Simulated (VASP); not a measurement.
Wanted: the native input for a VASP 6.6.1 run.

| Property | Result |
| --- | --- |
| Task | single point |
| Functional | r2SCAN |
| Potentials or basis | VASP PAW PBE potentials, release 64 (In_d, As) |
| Cutoff | 520 eV |
| k mesh | 8 × 8 × 8 |
| Occupations | fermi-dirac, width 0.02 eV |
| Spin | no spin polarisation |
| Dipole correction | no |
| Further INCAR settings | ALGO = Normal; EDIFF = 1e-06; NBANDS = 16 |

The system is InAs.

```xyz
2
Lattice="0.0000 3.1462 3.1462 3.1462 0.0000 3.1462 3.1462 3.1462 0.0000" Properties=species:S:1:pos:R:3 pbc="T T T"
In    0.0000    0.0000    0.0000
As    1.5731    1.5731    1.5731
```

This cell differs from its parent crystal: strain +3.0%.

These files were run (other wordings do the same):

POSCAR

```
InAs
1.0
    0.0000000000      3.1462281850      3.1462281850
    3.1462281850      0.0000000000      3.1462281850
    3.1462281850      3.1462281850      0.0000000000
In As
1 1
Direct
    0.0000000000      0.0000000000      0.0000000000
    0.2500000000      0.2500000000      0.2500000000
```

INCAR.step1

```
SYSTEM = InAs
PREC = Accurate
ENCUT = 520
ISMEAR = -1
SIGMA = 0.02
LREAL = .FALSE.
LASPH = .TRUE.
NELM = 80
NBANDS = 16
GGA = PE
ALGO = Normal
EDIFF = 1E-4
LWAVE = .TRUE.
LCHARG = .FALSE.
```

INCAR.step2

```
SYSTEM = InAs
PREC = Accurate
ENCUT = 520
EDIFF = 1E-6
ISMEAR = -1
SIGMA = 0.02
LREAL = .FALSE.
LASPH = .TRUE.
NELM = 80
ALGO = Normal
ISIF = 2
LWAVE = .FALSE.
LCHARG = .TRUE.
METAGGA = R2SCAN
LMIXTAU = .TRUE.
LELF = .TRUE.
LVHAR = .TRUE.
NBANDS = 16
ISTART = 1
```

KPOINTS

```
Automatic mesh
0
G
  8 8 8
  0 0 0
```

Potentials or basis: VASP PAW PBE potentials, release 64 (In_d, As).

Run with:

```bash
$ cat potpaw_PBE.64/In_d/POTCAR potpaw_PBE.64/As/POTCAR > POTCAR
$ cp INCAR.step1 INCAR
$ mpirun -np 1 vasp_std > vasp.out
$ cp INCAR.step2 INCAR
$ mpirun -np 1 vasp_std > vasp.out
```

It gave:

```yaml
Pressure: -4.1 GPa
Band_gap_on_the_k_mesh: zero (filled and empty bands touch)
```

Caveat: the cell differs from its parent crystal (strain +3.0%); the PAW data sets were made with another functional, which shifts forces and pressure a little; spin-orbit coupling is left out, which moves the levels of the heavy elements.

Run time: 4.7 min on 1 thread of AMD EPYC 7R43 64-Core Processor (Zen 3) (shared host), peak memory 0.18 GiB.
